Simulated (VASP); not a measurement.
Wanted: the native input for a VASP 6.6.1 run.

```
Task                   : single point
Functional             : PBEsol
Potentials or basis    : VASP PAW PBE potentials, release 64 (B)
Cutoff                 : 520 eV
k mesh                 : 25 × 25 × 25
Occupations            : fermi-dirac, width 0.08 eV
Spin                   : no spin polarisation
Dipole correction      : no
Further INCAR settings : ALGO = Normal; EDIFF = 1e-06; NBANDS = 8
```

The structure of B lies in POSCAR:

```
B
1.0
   -1.0573499738      1.0573499738      1.0573499738
    1.0573499738     -1.0573499738      1.0573499738
    1.0573499738      1.0573499738     -1.0573499738
B
1
Direct
    0.0000000000      0.0000000000      0.0000000000
```

This isn't the form of B at room conditions, which is rhombohedral.

One way to write it, as run:

INCAR

```
  PREC = Accurate
  ENCUT = 520
  EDIFF = 1E-6
  ISMEAR = -1
  SIGMA = 0.08
  LREAL = False
  LASPH = True
  NELM = 60
  ALGO = Normal
  ISIF = 2
  LWAVE = False
  LCHARG = True
  GGA = PS
  LELF = True
  LVHAR = True
  NBANDS = 8
```

KPOINTS

```
Automatic mesh
0
Gamma
  25 25 25
```

Potentials or basis: VASP PAW PBE potentials, release 64 (B).

Command:

```console
$ cat potpaw_PBE.64/B/POTCAR > POTCAR
$ mpirun -np 1 vasp_std > vasp.out
```

It gave:

The pressure is 96.6 GPa. The band gap on the k mesh is zero (an odd number of electrons rules out a gap without spin polarisation).

Caveat: the cell stands under pressure; the PAW data sets were made with another functional, which shifts forces and pressure a little.

Wall time 9.1 s on 1 thread of Intel(R) Xeon(R) Platinum 8259CL CPU @ 2.50GHz (Skylake/Cascade Lake) (shared host), peak memory 0.11 GiB.
